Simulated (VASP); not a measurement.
Wanted: the native input for a VASP 6.6.1 run.

- Task: single point
- Functional: PBE
- Potentials or basis: VASP PAW PBE potentials, release 64 (Pb_d, Se)
- Cutoff: 520 eV
- k mesh: 6 × 6 × 6
- Occupations: gaussian, width 0.01 eV
- Spin: no spin polarisation
- Dipole correction: no
- Further INCAR settings: ALGO = Normal; EDIFF = 1e-07; NBANDS = 17

The structure of PbSe (Clausthalite) lies in POSCAR:

```
PbSe
1.0
    0.0000000000      3.0696893610      3.0696893610
    3.0696893610      0.0000000000      3.0696893610
    3.0696893610      3.0696893610      0.0000000000
Pb Se
1 1
Direct
    0.0000000000      0.0000000000      0.0000000000
    0.5000000000      0.5000000000      0.5000000000
```

These files were run (other wordings do the same):

INCAR

```
PREC = Accurate
ENCUT = 520
EDIFF = 1E-7
ISMEAR = 0
SIGMA = 0.01
LREAL = F
LASPH = T
NELM = 80
ALGO = Normal
ISIF = 2
LWAVE = F
LCHARG = F
GGA = PE
NBANDS = 17
```

KPOINTS

```
Automatic mesh
0
Gamma
  6 6 6
```

Potentials or basis: VASP PAW PBE potentials, release 64 (Pb_d, Se).

The run is started by

```sh
$ cat potpaw_PBE.64/Pb_d/POTCAR potpaw_PBE.64/Se/POTCAR > POTCAR
$ mpirun -np 1 vasp_std > vasp.out
```

It gave:

- Pressure: 1.9 GPa
- Band gap on the k mesh: 0.32 eV, direct

Caveat: spin-orbit coupling is left out, which moves the levels of the heavy elements.

Run time: 23 s on 1 thread of Intel Xeon 8259CL (shared host), peak memory 0.18 GiB.
